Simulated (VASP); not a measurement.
# PbF2 (Fm-3m) in VASP: elastic constants with PBEsol

Aim: the elastic constants of PbF2 with PBEsol.

All numbers are computed with VASP 6.6.1; they aren't measurements. Logs are shortened: lines on timing, memory, paths and dates and some standing lists are left out, and cuts for length are marked.

**1. The cell of the first run**

Symmetry: Fm-3m, No. 225, cubic system. The conventional cell has a = 5.899 Å, b = 5.899 Å, c = 5.899 Å, α = 90.00°, β = 90.00°, γ = 90.00°. Pb (site symmetry m-3m) has 8 F at 2.55 Å within 3.4 Å. F (site symmetry -43m) has 4 Pb at 2.55 Å and 6 F at 2.95 Å within 3.4 Å.

**2. Elastic constants, PBEsol**

Contents of INCAR:

```
PREC = Accurate ; ENCUT = 600
EDIFF = 1E-8 ; ISMEAR = 0
SIGMA = 0.01 ; LREAL = False
LASPH = True ; NELM = 60
ALGO = Normal ; ISIF = 3
LWAVE = False ; LCHARG = False
GGA = PS ; IBRION = 6
NFREE = 2 ; POTIM = 0.015
NSW = 1
```

Contents of KPOINTS:

```
Automatic mesh
0
Gamma
  6 6 6
```

Contents of POSCAR:

```
PbF2
1.0
    0.0000000000      2.9493484890      2.9493484890
    2.9493484890      0.0000000000      2.9493484890
    2.9493484890      2.9493484890      0.0000000000
Pb F
1 2
Direct
    0.0000000000      0.0000000000      0.0000000000
    0.2500000000      0.2500000000      0.2500000000
    0.7500000000      0.7500000000      0.7500000000
```

Potentials or basis: VASP PAW PBE potentials, release 64 (Pb_d, F).

The run is started by

```sh
$ cat potpaw_PBE.64/Pb_d/POTCAR potpaw_PBE.64/F/POTCAR > POTCAR
$ mpirun -np 1 vasp_std > vasp.out
```

OUTCAR:

```text
PREC = Accurate
   ENCUT = 600
   EDIFF = 1E-8
   ISMEAR = 0
   LREAL = False
   LASPH = True
   NELM = 60
   ISIF = 3
   GGA = PS
   IBRION = 6
   NFREE = 2
   POTIM = 0.015
   NSW = 1

 ion  position               nearest neighbor table
   1  0.000  0.000  0.000-   3 2.55   3 2.55   3 2.55   2 2.55   3 2.55   2 2.55   2 2.55   2 2.55

   2  0.250  0.250  0.250-   1 2.55   1 2.55   1 2.55   1 2.55
   3  0.750  0.750  0.750-   1 2.55   1 2.55   1 2.55   1 2.55

  LATTYP: Found a face centered cubic cell.
 ALAT       =     5.8986969780

  Lattice vectors:

 A1 = (   0.0000000000,   2.9493484890,   2.9493484890)
 A2 = (   2.9493484890,   0.0000000000,   2.9493484890)
 A3 = (   2.9493484890,   2.9493484890,   0.0000000000)

Analysis of symmetry for initial positions (statically):
=====================================================================
 Subroutine PRICEL returns:
 Original cell was already a primitive cell.

 Routine SETGRP: Setting up the symmetry group for a
 face centered cubic supercell.

 Subroutine GETGRP returns: Found 48 space group operations
 (whereof 48 operations were pure point group operations)
 out of a pool of 48 trial point group operations.

The static configuration has the point symmetry O_h .

Analysis of symmetry for dynamics (positions and initial velocities):
=====================================================================
 Subroutine PRICEL returns:
 Original cell was already a primitive cell.

 Routine SETGRP: Setting up the symmetry group for a
 face centered cubic supercell.

 Subroutine GETGRP returns: Found 48 space group operations
 (whereof 48 operations were pure point group operations)
 out of a pool of 48 trial point group operations.

The dynamic configuration has the point symmetry O_h .

 Subroutine INISYM returns: Found 48 space group operations
 (whereof 48 operations are pure point group operations),
 and found     1 'primitive' translations

----------------------------------------------------------------------------------------

                                     Primitive cell

  volume of cell :      51.3107

  direct lattice vectors                    reciprocal lattice vectors
     0.000000000  2.949348489  2.949348489    -0.169528966  0.169528966  0.169528966
     2.949348489  0.000000000  2.949348489     0.169528966 -0.169528966  0.169528966
     2.949348489  2.949348489  0.000000000     0.169528966  0.169528966 -0.169528966

  length of vectors
     4.171008633  4.171008633  4.171008633     0.293632783  0.293632783  0.293632783

  position of ions in fractional coordinates (direct lattice)
     0.000000000  0.000000000  0.000000000
     0.250000000  0.250000000  0.250000000
     0.750000000  0.750000000  0.750000000

  ion indices of the primitive-cell ions
   primitive index   ion index
                 1           1
                 2           2
                 3           3

----------------------------------------------------------------------------------------

 KPOINTS: Automatic mesh

Automatic generation of k-mesh.
 Grid dimensions read from file:
 generate k-points for:    6    6    6

 Generating k-lattice:

  Cartesian coordinates                     Fractional coordinates (reciprocal lattice)
    -0.028254828  0.028254828  0.028254828     0.166666667  0.000000000  0.000000000
     0.028254828 -0.028254828  0.028254828     0.000000000  0.166666667  0.000000000
     0.028254828  0.028254828 -0.028254828     0.000000000  0.000000000  0.166666667

  Length of vectors
     0.048938797  0.048938797  0.048938797

  Shift w.r.t. Gamma in fractional coordinates (k-lattice)
     0.000000000  0.000000000  0.000000000

 Subroutine IBZKPT returns following result:
 ===========================================

 Found     16 irreducible k-points:

 Following reciprocal coordinates:
[... 45 lines left out ...]
   PSTRESS=    0.0 pullay stress
   NELECT =      28.0000    total number of electrons
   NUPDOWN=      -1.0000    fix difference up-down
   EMIN   =  10.00;   EMAX   =-10.00  energy-range for DOS
   EFERMI =   0.00;   METHOD = LEGACY
   ISMEAR =     0;   SIGMA  =   0.01  broadening in eV -4-tet -1-fermi 0-gaus
   EFERMI_NEDOS =   21; number of points for ismear=-14 and -15
   IALGO  =     38    algorithm
   IMIX   =      4    mixing-type and parameters
     AMIX     =   0.40;   BMIX     =  1.00
     AMIX_MAG =   1.60;   BMIX_MAG =  1.00
  volume/ion in A,a.u.               =      17.10       115.42
  Fermi-wavevector in a.u.,A,eV,Ry     =   1.337801  2.528077 24.350493  1.789711
  Thomas-Fermi vector in A             =   2.466321
   LORBIT       =      0    0 simple, 1 ext, 2 COOP (PROOUT), +10 PAW based schemes
   GGA     = PS    functional components
   LHFCALC =     F    Hartree Fock is set to
   AEXX    =    0.0000 exact exchange contribution
   IVDW    =     0    specifies the selected vdW correction
   LEPSILON=     F    determine dielectric tensor
   LRPA    =     F    only Hartree local field effects (RPA)
 finite differences with symmetry
 non-spin polarized calculation
 Gauss-broadening in eV      SIGMA  =   0.01
  energy-cutoff  :      600.00
  volume of cell :       51.31
 maximum number of plane-waves:      1736
 NGX is ok and might be reduce to    36
   NGX = 17   NGY = 17   NGZ = 17

--------------------------------------- Ionic step        1  -------------------------------------------

 number of electron      28.0000010 magnetization

 Free energy of the ion-electron system (eV)
  ---------------------------------------------------
  ext. energy  EPLUGINS =         0.00000000
  ---------------------------------------------------
  free energy    TOTEN  =       -14.93998831 eV

  energy without entropy =      -14.93998831  energy(sigma->0) =      -14.93998831

------------------------ aborting loop because EDIFF is reached ----------------------------------------

  FORCE on cell =-STRESS in cart. coord.  units (eV):
  Direction    XX          YY          ZZ          XY          YZ          ZX
  --------------------------------------------------------------------------------------
  -------------------------------------------------------------------------------------
  Total       -0.0726491     -0.0726491     -0.0726491     -0.0000000     -0.0000000      0.0000000
  in kB       -2.2684685     -2.2684685     -2.2684685     -0.0000000     -0.0000000      0.0000000
  external PRESSURE =      -2.2684685 kB  Pullay stress =       0.0000000 kB
[... 92 lines left out ...]
  FREE ENERGIE OF THE ION-ELECTRON SYSTEM (eV)
  ---------------------------------------------------
  free  energy   TOTEN  =       -14.9370136483 eV

  energy  without entropy=      -14.9370136483  energy(sigma->0) =      -14.93701365

[... ionic steps 4 to 14 ...]

--------------------------------------- Ionic step       15  -------------------------------------------

 number of electron      28.0000009 magnetization

------------------------ aborting loop because EDIFF is reached ----------------------------------------
[... 69 lines left out ...]
--------------------------------------- Ionic step       17  -------------------------------------------

 number of electron      28.0000008 magnetization

 Free energy of the ion-electron system (eV)
  ---------------------------------------------------
  ext. energy  EPLUGINS =         0.00000000
  ---------------------------------------------------
  free energy    TOTEN  =       -14.93970062 eV

  energy without entropy =      -14.93970062  energy(sigma->0) =      -14.93970062

 E-fermi :   1.9768     XC(G=0):  -9.7342

 val. band max:        1.8982715126   @ k =  -0.3333   0.3333   0.1667
 cond. band min:       6.2164469309   @ k =   0.5000   0.5000   0.0000
 fundamental gap:      4.3181754184
 Fermi energy:         1.9767892328

 k-point     1 :       0.0000    0.0000    0.0000
  band No.  band energies     occupation
      1     -19.1821      2.00000
      2     -18.5155      2.00000
      3     -12.4675      2.00000
      4     -12.4669      2.00000
      5     -12.4664      2.00000
      6     -12.3963      2.00000
[... 481 lines left out ...]
      5     -12.3690      2.00000
      6     -12.3658      2.00000
[... 10 lines left out ...]
     17       9.6379      0.00000
     18      13.0841      0.00000

 [... further k-points ...]

------------------------ aborting loop because EDIFF is reached ----------------------------------------

  FORCE on cell =-STRESS in cart. coord.  units (eV):
  Direction    XX          YY          ZZ          XY          YZ          ZX
  --------------------------------------------------------------------------------------
  -------------------------------------------------------------------------------------
  Total       -0.0707508     -0.0713708     -0.0713708      0.0000000      0.0415308      0.0000000
  in kB       -2.2091935     -2.2285540     -2.2285540      0.0000000      1.2967984      0.0000000
  external PRESSURE =      -2.2221005 kB  Pullay stress =       0.0000000 kB
[... 18 lines left out ...]
  FREE ENERGIE OF THE ION-ELECTRON SYSTEM (eV)
  ---------------------------------------------------
  free  energy   TOTEN  =       -14.9397006235 eV

  energy  without entropy=      -14.9397006235  energy(sigma->0) =      -14.93970062

 INTERNAL STRAIN TENSORS FROM STRAINED CELLS
 ============================================

 INTERNAL STRAIN TENSOR FOR ION    1 for displacements in x,y,z  (eV/Angst):
          X           Y           Z          XY          YZ          ZX
  --------------------------------------------------------------------------------
  x    -0.00000     0.00000     0.00000     0.00000     0.00000     0.00000
  y     0.00000    -0.00000    -0.00000    -0.00000     0.00000     0.00000
  z     0.00000    -0.00000     0.00000     0.00000     0.00000     0.00000

 INTERNAL STRAIN TENSORS FROM DISPLACED ATOMS
 ============================================

 INTERNAL STRAIN TENSOR FOR ION    1 for displacements in x,y,z  (eV/Angst):
          X           Y           Z          XY          YZ          ZX
  --------------------------------------------------------------------------------
  x     0.00000     0.00000     0.00000     0.00000     0.00000     0.00000
  y     0.00000     0.00000     0.00000     0.00000     0.00000     0.00000
  z     0.00000     0.00000     0.00000     0.00000     0.00000     0.00000

 INTERNAL STRAIN TENSOR FOR ION    3 for displacements in x,y,z  (eV/Angst):
          X           Y           Z          XY          YZ          ZX
  --------------------------------------------------------------------------------
  x    -0.00000     0.00000     0.00000     0.00000     2.76715     0.00000
  y     0.00000    -0.00000     0.00000     0.00000     0.00000     2.76715
  z     0.00000     0.00000    -0.00000     2.76715     0.00000     0.00000

 Eigenvectors and eigenvalues of the dynamical matrix
 ----------------------------------------------------

   1 f  =    7.485762 THz    47.034427 2PiTHz  249.698129 cm-1    30.958608 meV
             X         Y         Z           dx          dy          dz
      0.000000  0.000000  0.000000     0.000000   -0.000000    0.000000
      1.474674  1.474674  1.474674     0.000000   -0.000000   -0.707107
      4.424023  4.424023  4.424023    -0.000000    0.000000    0.707107
[... 43 lines left out ...]
   9 f/i=    0.000074 THz     0.000467 2PiTHz    0.002477 cm-1     0.000307 meV
             X         Y         Z           dx          dy          dz
      0.000000  0.000000  0.000000    -0.023432   -0.074069   -0.915980
      1.474674  1.474674  1.474674    -0.007095   -0.022427   -0.277344
      4.424023  4.424023  4.424023    -0.007095   -0.022427   -0.277344

--------------------------------------------------------------------------------------------------------

 ELASTIC MODULI CONTR FROM IONIC RELAXATION (kBar)
 Direction    XX          YY          ZZ          XY          YZ          ZX
 --------------------------------------------------------------------------------
 XX          -0.0000      0.0000      0.0000     -0.0000      0.0000     -0.0000
 YY           0.0000     -0.0000     -0.0000     -0.0000     -0.0000      0.0000
 ZZ           0.0000     -0.0000     -0.0000      0.0000     -0.0000     -0.0000
 XY          -0.0000     -0.0000      0.0000   -109.7794     -0.0000      0.0000
 YZ           0.0000     -0.0000     -0.0000     -0.0000   -109.7794     -0.0000
 ZX          -0.0000      0.0000     -0.0000      0.0000      0.0000   -109.7794
 --------------------------------------------------------------------------------

 TOTAL ELASTIC MODULI (kBar)
 Direction    XX          YY          ZZ          XY          YZ          ZX
 --------------------------------------------------------------------------------
 XX        1114.8130    579.3482    579.3482     -0.0000      0.0000     -0.0000
 YY         579.3482   1114.8130    579.3482     -0.0000     -0.0000      0.0000
 ZZ         579.3482    579.3482   1114.8130      0.0000     -0.0000     -0.0000
 XY          -0.0000     -0.0000      0.0000    223.7473     -0.0000      0.0000
 YZ           0.0000     -0.0000     -0.0000     -0.0000    223.7473     -0.0000
 ZX          -0.0000      0.0000     -0.0000      0.0000      0.0000    223.7473
 --------------------------------------------------------------------------------
```

Wall time 4.4 min (1 thread of Intel Xeon 6975P-C (Granite Rapids), shared host); peak memory 0.31 GiB.

What came out:

```yaml
Elastic_constants_C11_C12_C44: 111, 58, 22 GPa
Voigt_bulk_modulus: 76 GPa
Highest_phonon_frequency_at_Γ_LO-TO_splitting_left_out: 250 cm⁻¹
```

Phonon frequencies in cm⁻¹ (negative: imaginary):
```csv
q point,frequencies
"(0.000, 0.000, 0.000)",0 0 0 112 112 112 250 250 250
```

Elastic tensor in Voigt notation (GPa, in the Cartesian axes of the cell as first typed):
```
111  58  58   0   0   0
 58 111  58   0   0   0
 58  58 111   0   0   0
  0   0   0  22   0   0
  0   0   0   0  22   0
  0   0   0   0   0  22
```

Clamped-ion elastic tensor (GPa):
```
111  58  58   0   0   0
 58 111  58   0   0   0
 58  58 111   0   0   0
  0   0   0  33   0   0
  0   0   0   0  33   0
  0   0   0   0   0  33
```

Caveat: the PAW data sets were made with another functional, which shifts forces and pressure a little; spin-orbit coupling is left out, which moves the levels of the heavy elements.
